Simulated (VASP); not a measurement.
# V (Im-3m) in VASP: notebook

The runs below take V through single point, relaxation of cell and atoms, with PBE.

All numbers are computed with VASP 6.6.1; they aren't measurements. Logs are shortened: lines on timing, memory, paths and dates and some standing lists are left out, and cuts for length are marked.

### 1 The cell of the first run

Symmetry: Im-3m, No. 229, cubic system. The conventional cell has a = 3.003 Å, b = 3.003 Å, c = 3.003 Å, α = 90.00°, β = 90.00°, γ = 90.00°. Within 3.4 Å of V (site symmetry m-3m) lie 14 V at 2.60 to 3.00 Å.

### 2 Single point, PBE

Contents of INCAR:

```
  PREC = Accurate
  ENCUT = 500
  EDIFF = 1E-6
  ISMEAR = 0
  SIGMA = 0.1
  LREAL = False
  LASPH = True
  NELM = 120
  ALGO = Normal
  ISIF = 2
  LWAVE = False
  LCHARG = False
  GGA = PE
  NBANDS = 12
  GGA_COMPAT = False
```

Contents of KPOINTS:

```
Automatic mesh
0
Gamma
  10 10 10
```

Contents of POSCAR:

```
V
1.0
   -1.5017360662      1.5017360662      1.5017360662
    1.5017360662     -1.5017360662      1.5017360662
    1.5017360662      1.5017360662     -1.5017360662
V
1
Direct
    0.0000000000      0.0000000000      0.0000000000
```

Potentials or basis: VASP PAW PBE potentials, release 64 (V_sv).

The run is started by

```console
cat potpaw_PBE.64/V_sv/POTCAR > POTCAR
mpirun -np 1 vasp_std > vasp.out
```

OUTCAR:

```text
PREC = Accurate
   ENCUT = 500
   EDIFF = 1E-6
   ISMEAR = 0
   LREAL = False
   LASPH = True
   NELM = 120
   ISIF = 2
   GGA = PE

 ion  position               nearest neighbor table
   1  0.000  0.000  0.000-

  LATTYP: Found a body centered cubic cell.
 ALAT       =     3.0034721324

  Lattice vectors:

 A1 = (  -1.5017360662,   1.5017360662,   1.5017360662)
 A2 = (   1.5017360662,  -1.5017360662,   1.5017360662)
 A3 = (   1.5017360662,   1.5017360662,  -1.5017360662)

Analysis of symmetry for initial positions (statically):
=====================================================================
 Subroutine PRICEL returns:
 Original cell was already a primitive cell.

 Routine SETGRP: Setting up the symmetry group for a
 body centered cubic supercell.

 Subroutine GETGRP returns: Found 48 space group operations
 (whereof 48 operations were pure point group operations)
 out of a pool of 48 trial point group operations.

The static configuration has the point symmetry O_h .

Analysis of symmetry for dynamics (positions and initial velocities):
=====================================================================
 Subroutine PRICEL returns:
 Original cell was already a primitive cell.

 Routine SETGRP: Setting up the symmetry group for a
 body centered cubic supercell.

 Subroutine GETGRP returns: Found 48 space group operations
 (whereof 48 operations were pure point group operations)
 out of a pool of 48 trial point group operations.

The dynamic configuration has the point symmetry O_h .

 Subroutine INISYM returns: Found 48 space group operations
 (whereof 48 operations are pure point group operations),
 and found     1 'primitive' translations

----------------------------------------------------------------------------------------

                                     Primitive cell

  volume of cell :      13.5469

  direct lattice vectors                    reciprocal lattice vectors
    -1.501736066  1.501736066  1.501736066     0.000000000  0.332947987  0.332947987
     1.501736066 -1.501736066  1.501736066     0.332947987  0.000000000  0.332947987
     1.501736066  1.501736066 -1.501736066     0.332947987  0.332947987  0.000000000

  length of vectors
     2.601083166  2.601083166  2.601083166     0.470859559  0.470859559  0.470859559

  position of ions in fractional coordinates (direct lattice)
     0.000000000  0.000000000  0.000000000

  ion indices of the primitive-cell ions
   primitive index   ion index
[... 74 lines left out ...]
   LREAL  =      F    real-space projection
   EDIFFG = 0.1E-04   stopping-criterion for IOM
   NSW    =      0    number of steps for IOM
   IBRION =     -1    ionic relax: 0-MD 1-quasi-New 2-CG
   NFREE  =      0    steps in history (QN), initial steepest desc. (CG)
   ISIF   =      2    stress and relaxation
   ISYM   =      2    0-nonsym 1-usesym 2-fastsym
   POTIM  = 0.5000    time-step for ionic-motion
   TEBEG  =    0.0;   TEEND  =   0.0 temperature during run
   PSTRESS=    0.0 pullay stress
   NELECT =      13.0000    total number of electrons
   NUPDOWN=      -1.0000    fix difference up-down
   EMIN   =  10.00;   EMAX   =-10.00  energy-range for DOS
   EFERMI =   0.00;   METHOD = LEGACY
   ISMEAR =     0;   SIGMA  =   0.10  broadening in eV -4-tet -1-fermi 0-gaus
   EFERMI_NEDOS =   21; number of points for ismear=-14 and -15
   IALGO  =     38    algorithm
   IMIX   =      4    mixing-type and parameters
     AMIX     =   0.40;   BMIX     =  1.00
     AMIX_MAG =   1.60;   BMIX_MAG =  1.00
  volume/ion in A,a.u.               =      13.55        91.42
  Fermi-wavevector in a.u.,A,eV,Ry     =   1.614764  3.051461 35.476676  2.607462
  Thomas-Fermi vector in A             =   2.709620
   LORBIT       =      0    0 simple, 1 ext, 2 COOP (PROOUT), +10 PAW based schemes
   GGA     = PE    functional components
   LHFCALC =     F    Hartree Fock is set to
   AEXX    =    0.0000 exact exchange contribution
   IVDW    =     0    specifies the selected vdW correction
   LEPSILON=     F    determine dielectric tensor
   LRPA    =     F    only Hartree local field effects (RPA)
 non-spin polarized calculation
 Gauss-broadening in eV      SIGMA  =   0.10
  energy-cutoff  :      500.00
  volume of cell :       13.55
 maximum number of plane-waves:       370
   NGX =  9   NGY =  9   NGZ =  9

 number of electron      12.9999990 magnetization

 Free energy of the ion-electron system (eV)
  ---------------------------------------------------
  ext. energy  EPLUGINS =         0.00000000
  ---------------------------------------------------
  free energy    TOTEN  =        -8.99546846 eV

  energy without entropy =       -8.98673953  energy(sigma->0) =       -8.99110399

 E-fermi :   9.6208     XC(G=0): -12.8800

 val. band max:        9.5926124114   @ k =   0.3000   0.0000   0.0000
 cond. band min:       9.6324230278   @ k =   0.1000   0.1000   0.0000
 fundamental gap:      0.0398106165
 Fermi energy:         9.6208407334

 k-point     1 :       0.0000    0.0000    0.0000
  band No.  band energies     occupation
      1     -54.1407      2.00000
      2     -27.4486      2.00000
      3     -27.4486      2.00000
      4     -27.4486      2.00000
      5       3.0608      2.00000
      6      10.0126      0.00000
      7      10.0126      0.00000
      8      10.0126      0.00000
      9      12.0040      0.00000
     10      12.0040      0.00000
     11      30.0813      0.00000
     12      30.0813      0.00000
[... 331 lines left out ...]
 k-point    24 :      -0.3000    0.3000    0.1000
  band No.  band energies     occupation
      1     -54.0007      2.00000
      2     -28.0208      2.00000
      3     -27.6605      2.00000
      4     -27.5167      2.00000
      5       6.1076      2.00000
      6       9.2602      2.00000
      7       9.4018      1.99805
      8      11.2733      0.00000
      9      12.1118      0.00000
     10      12.5953      0.00000
     11      24.2847      0.00000
     12      27.3174      0.00000

 [... further k-points ...]
[... 5 lines left out ...]
  --------------------------------------------------------------------------------------
  -------------------------------------------------------------------------------------
  Total       -0.0122645     -0.0122645     -0.0122645     -0.0000000     -0.0000000     -0.0000000
  in kB       -1.4505115     -1.4505115     -1.4505115     -0.0000000     -0.0000000     -0.0000000
  external PRESSURE =      -1.4505115 kB  Pullay stress =       0.0000000 kB

 VOLUME and BASIS-vectors are now :
 -----------------------------------------------------------------------------
  energy-cutoff  :      500.00
  volume of cell :       13.55
      direct lattice vectors                 reciprocal lattice vectors
    -1.501736066  1.501736066  1.501736066     0.000000000  0.332947987  0.332947987
     1.501736066 -1.501736066  1.501736066     0.332947987  0.000000000  0.332947987
     1.501736066  1.501736066 -1.501736066     0.332947987  0.332947987  0.000000000

 POSITION                                       TOTAL-FORCE (eV/Angst)
 -----------------------------------------------------------------------------------
      0.00000      0.00000      0.00000         0.000000      0.000000      0.000000
 -----------------------------------------------------------------------------------
    total drift:                                0.000000     -0.000000      0.000000

  FREE ENERGIE OF THE ION-ELECTRON SYSTEM (eV)
  ---------------------------------------------------
  free  energy   TOTEN  =        -8.9954684571 eV

  energy  without entropy=       -8.9867395283  energy(sigma->0) =       -8.99110399
```

Wall time 5.8 s (1 thread of Intel Xeon Platinum 8488C (Sapphire Rapids), shared host); peak memory 0.12 GiB.

Results:

```yaml
Free_energy: -8.9955 eV
Pressure: -0.1 GPa
```

Levels at points of the mesh, in eV from the Fermi level:
```
           k point  band 4  band 5  band 6  band 7  band 8  band 9
(0.00, 0.00, 0.00)  -37.07   -6.56    0.39    0.39    0.39    2.38
(0.50, 0.00, 0.00)  -37.08   -3.15   -1.13    1.63    2.38    2.74
(0.50, 0.50, 0.50)  -37.67   -2.97   -2.97    3.67    3.67    3.67
```

### 3 Single point, PBE, collinear spin, ferromagnetic start

This run uses another cell than the first one, of 14.33 Å³/atom, 1.058 times its volume.

Contents of INCAR:

```
ALGO     = Normal         # electronic algorithm
EDIFF    = 1E-6           # SCF threshold, eV
ENCUT    = 500            # plane-wave cutoff, eV
GGA      = PE             # functional
GGA_COMPAT= False        
ISIF     = 2              # what is computed and relaxed
ISMEAR   = 0              # smearing method
ISPIN    = 2              # spin polarisation
LASPH    = True           # aspherical terms in the spheres
LCHARG   = False          # write CHGCAR
LMAXMIX  = 4              # l up to which the mixer works
LORBIT   = 11             # projections on sites
LREAL    = False          # projectors in reciprocal space
LWAVE    = False          # write WAVECAR
MAGMOM   = 2              # initial moments
NBANDS   = 16             # bands
NELM     = 200            # most SCF steps
PREC     = Accurate       # precision mode
SIGMA    = 0.1            # smearing width, eV
```

Contents of KPOINTS:

```
k-points
0
Gamma
  8 8 8
```

Contents of POSCAR:

```
V
1.0
   -1.5301929284      1.5301929284      1.5301929284
    1.5301929284     -1.5301929284      1.5301929284
    1.5301929284      1.5301929284     -1.5301929284
V
1
Direct
    0.0000000000      0.0000000000      0.0000000000
```

Potentials or basis: VASP PAW PBE potentials, release 64 (V_sv).

The run is started by

```console
cat potpaw_PBE.64/V_sv/POTCAR > POTCAR
mpirun -np 1 vasp_std > vasp.out
```

Run time: 14 s. Hardware: 1 thread of Intel Xeon Platinum 8488C (Sapphire Rapids), shared host; peak memory 0.13 GiB.

The run converged. Its results:

```
Free energy                                           : -8.9759 eV
Pressure                                              : -10.9 GPa
Net moment                                            : 0.00 μB per cell
Valence electrons inside the program's atomic spheres : V 11.56
```

Levels at points of the mesh, in eV from the Fermi level:
Spin up:
```tsv
k point	band 2	band 3	band 4	band 5	band 6	band 7	band 8	band 9	band 10	band 11
(0.00, 0.00, 0.00)	-37.18	-37.18	-37.18	-6.47	0.40	0.40	0.40	2.26	2.26	19.96
(0.50, 0.00, 0.00)	-37.92	-37.41	-37.18	-2.98	-1.02	1.41	2.24	2.58	3.80	9.41
(0.50, 0.50, 0.50)	-37.69	-37.69	-37.69	-2.73	-2.73	3.44	3.44	3.44	9.61	9.61
```
Spin down:
| k point | band 3 | band 4 | band 5 | band 6 | band 7 | band 8 | band 9 | band 10 |
| --- | --- | --- | --- | --- | --- | --- | --- | --- |
| (0.00, 0.00, 0.00) | -37.18 | -37.18 | -6.47 | 0.40 | 0.40 | 0.40 | 2.26 | 2.26 |
| (0.50, 0.00, 0.00) | -37.41 | -37.18 | -2.98 | -1.02 | 1.41 | 2.24 | 2.58 | 3.80 |
| (0.50, 0.50, 0.50) | -37.69 | -37.69 | -2.73 | -2.73 | 3.44 | 3.44 | 3.44 | 9.61 |

Caveat: the k points lie up to 0.36 Å⁻¹ apart.

### 4 Relaxation of cell and atoms, PBE

This run uses another cell than the first one, of 14.33 Å³/atom, 1.058 times its volume.

Contents of INCAR:

```
SYSTEM = V
ALGO = Normal
EDIFF = 1E-7
EDIFFG = -0.05
ENCUT = 500
GGA = PE
GGA_COMPAT = .False.
IBRION = 2
ISIF = 3
ISMEAR = 0
LASPH = .True.
LCHARG = .False.
LREAL = .False.
LWAVE = .False.
NELM = 120
NELMIN = 4
NSW = 80
PREC = Accurate
SIGMA = 0.1
```

Contents of KPOINTS:

```
k-points
0
Gamma
  10 10 10
  0 0 0
```

POSCAR is that of step 3.

The run is started by

```console
cat potpaw_PBE.64/V_sv/POTCAR > POTCAR
mpirun -np 1 vasp_std > vasp.out
```

It took 11 s on 1 thread of Intel Xeon Platinum 8488C (Sapphire Rapids), shared host; peak memory 0.13 GiB.

Results (log left out):

```yaml
Free_energy: -8.9960 eV
Relaxed_volume: 13.56 Å³/atom
Relaxed_cell: a = 2.602 Å, b = 2.602 Å, c = 2.602 Å, α = 109.47°, β = 109.47°, γ = 109.47°
Space_group_after_relaxing_to_0.05_Å: Im-3m (No. 229)
Energy_gained_by_relaxing: 24.5 meV/atom
Ionic_steps: 3
Pressure_after_relaxing: -0.2 GPa
```

The path:
| step | energy change (eV) | largest force (eV/Å) | pressure (GPa) | volume (Å³) |
| --- | --- | --- | --- | --- |
| 1 | 0.0000 | 0.0000 | -9.54 | 14.33 |
| 2 | 0.0153 | 0.0000 | 14.73 | 12.63 |
| 3 | -0.0245 | 0.0000 | -0.16 | 13.56 |

Final structure:
```
V
1.0
    -1.50210    1.50210    1.50210
     1.50210   -1.50210    1.50210
     1.50210    1.50210   -1.50210
V
1
Direct
  0.00000 0.00000 0.00000
```

Levels at points of the mesh, in eV from the Fermi level:
```tsv
k point	band 3	band 4	band 5	band 6	band 7	band 8	band 9	band 10
(0.00, 0.00, 0.00)	-37.07	-37.07	-6.56	0.39	0.39	0.39	2.38	2.38
(0.50, 0.00, 0.00)	-37.35	-37.08	-3.15	-1.13	1.63	2.38	2.73	4.05
(0.50, 0.50, 0.50)	-37.67	-37.67	-2.97	-2.97	3.66	3.66	3.66	10.15
```

### 5 Single point, PBE

This run uses another cell than the first one, of 13.46 Å³/atom, 0.993 times its volume.

Contents of INCAR:

```
SYSTEM = V
  ALGO = Normal
  EDIFF = 1E-6
  ENCUT = 500
  GGA = PE
  GGA_COMPAT = .False.
  ISIF = 2
  ISMEAR = 0
  LASPH = .True.
  LCHARG = .True.
  LELF = .True.
  LREAL = .False.
  LVHAR = .True.
  LWAVE = .False.
  NBANDS = 12
  NELM = 120
  PREC = Accurate
  SIGMA = 0.1
```

Contents of KPOINTS:

```
k-points
0
Gamma
  20 20 20
  0 0 0
```

Contents of POSCAR:

```
V
1.0
   -1.4983825655      1.4983825655      1.4983825655
    1.4983825655     -1.4983825655      1.4983825655
    1.4983825655      1.4983825655     -1.4983825655
V
1
Direct
    0.0000000000      0.0000000000      0.0000000000
```

Potentials or basis: VASP PAW PBE potentials, release 64 (V_sv).

The run is started by

```console
cat potpaw_PBE.64/V_sv/POTCAR > POTCAR
mpirun -np 1 vasp_std > vasp.out
```

OUTCAR:

```text
SYSTEM = V
   EDIFF = 1E-6
   ENCUT = 500
   GGA = PE
   ISIF = 2
   ISMEAR = 0
   LASPH = .True.
   LREAL = .False.
   NELM = 120
   PREC = Accurate

 ion  position               nearest neighbor table
   1  0.000  0.000  0.000-

  LATTYP: Found a body centered cubic cell.
 ALAT       =     2.9967651310

  Lattice vectors:

 A1 = (  -1.4983825655,   1.4983825655,   1.4983825655)
 A2 = (   1.4983825655,  -1.4983825655,   1.4983825655)
 A3 = (   1.4983825655,   1.4983825655,  -1.4983825655)
[... 529 lines left out ...]
      3     -27.4972      2.00000
      4     -27.3365      2.00000
      5       6.1412      2.00000
      6       9.0657      2.00000
      7       9.4416      1.99989
      8      11.7646      0.00000
      9      12.4273      0.00000
     10      12.6884      0.00000
     11      24.3351      0.00000
     12      26.8212      0.00000

 [... further k-points ...]
[... 5 lines left out ...]
  --------------------------------------------------------------------------------------
  -------------------------------------------------------------------------------------
  Total        0.0135212      0.0135212      0.0135212     -0.0000000      0.0000000      0.0000000
  in kB        1.6098977      1.6098977      1.6098977     -0.0000000      0.0000000      0.0000000
  external PRESSURE =       1.6098977 kB  Pullay stress =       0.0000000 kB

 VOLUME and BASIS-vectors are now :
 -----------------------------------------------------------------------------
  energy-cutoff  :      500.00
  volume of cell :       13.46
      direct lattice vectors                 reciprocal lattice vectors
    -1.498382566  1.498382566  1.498382566     0.000000000  0.333693151  0.333693151
     1.498382566 -1.498382566  1.498382566     0.333693151  0.000000000  0.333693151
     1.498382566  1.498382566 -1.498382566     0.333693151  0.333693151  0.000000000

 POSITION                                       TOTAL-FORCE (eV/Angst)
 -----------------------------------------------------------------------------------
      0.00000      0.00000      0.00000         0.000000      0.000000      0.000000
 -----------------------------------------------------------------------------------
    total drift:                                0.000000     -0.000000      0.000000

  FREE ENERGIE OF THE ION-ELECTRON SYSTEM (eV)
  ---------------------------------------------------
  free  energy   TOTEN  =        -8.9966298518 eV

  energy  without entropy=       -8.9878606203  energy(sigma->0) =       -8.99224524
```

OSZICAR:

```text
N       E                     dE             d eps       ncg     rms          rms(c)
DAV:   1     0.898584304112E+02    0.89858E+02   -0.69454E+03  6160   0.115E+03
DAV:   2    -0.913500830924E+01   -0.98993E+02   -0.96048E+02  6280   0.325E+02
DAV:   3    -0.103821182431E+02   -0.12471E+01   -0.12439E+01  6812   0.428E+01
DAV:   4    -0.103883791096E+02   -0.62609E-02   -0.62608E-02  6600   0.322E+00
DAV:   5    -0.103884535097E+02   -0.74400E-04   -0.74400E-04  6772   0.331E-01    0.183E+01
DAV:   6    -0.902166857136E+01    0.13668E+01   -0.31495E+00  6396   0.295E+01    0.160E+00
DAV:   7    -0.900484803097E+01    0.16821E-01   -0.28074E-02  6412   0.210E+00    0.101E+00
DAV:   8    -0.899657676273E+01    0.82713E-02   -0.44512E-03  6600   0.100E+00    0.685E-02
DAV:   9    -0.899662690393E+01   -0.50141E-04   -0.17879E-04  6236   0.197E-01    0.335E-02
DAV:  10    -0.899662909435E+01   -0.21904E-05   -0.10071E-05  6592   0.470E-02    0.549E-03
DAV:  11    -0.899662985178E+01   -0.75743E-06   -0.78921E-07  3768   0.152E-02
   1 F= -.89966299E+01 E0= -.89922452E+01  d E =-.876923E-02
```

stdout:

```text
POSCAR found type information on POSCAR V
 POSCAR found :  1 types and       1 ions
 scaLAPACK will be used
 LDA part: xc-table for (Slater+PW92), standard interpolation
 POSCAR, INCAR and KPOINTS ok, starting setup
 FFT: planning ... GRIDC
 FFT: planning ... GRID_SOFT
 FFT: planning ... GRID
 WAVECAR not read
 entering main loop
```

Wall time 12 s (1 thread of Intel Xeon 6975P-C (Granite Rapids), shared host); peak memory 0.15 GiB.

Results:

```yaml
Free_energy: -8.9966 eV
Pressure: 0.2 GPa
```

### 6 Summary

```csv
task,spin,cell,k mesh,gap on the mesh (eV),pressure (GPa)
single point,off,"a = 2.601 Å, angles 109.5°, 1 atom",10 × 10 × 10,none,-0.1
single point,"collinear, ferromagnetic start","a = 2.650 Å, angles 109.5°, 1 atom",8 × 8 × 8,none,-10.9
relaxation of cell and atoms,off,"relaxed from a = 2.650 Å, angles 109.5°, 1 atom",10 × 10 × 10,none,-0.2
single point,off,"a = 2.595 Å, angles 109.5°, 1 atom",20 × 20 × 20,none,0.2
```

Alike in all rows: level PBE; potentials or basis VASP PAW PBE potentials, release 64 (V_sv); cutoff (eV) 500; smearing gaussian 0.1 eV.

Caveats: some runs use coarse meshes.

Total energies depend on the potentials used, so only differences within one code and one set of settings carry meaning.
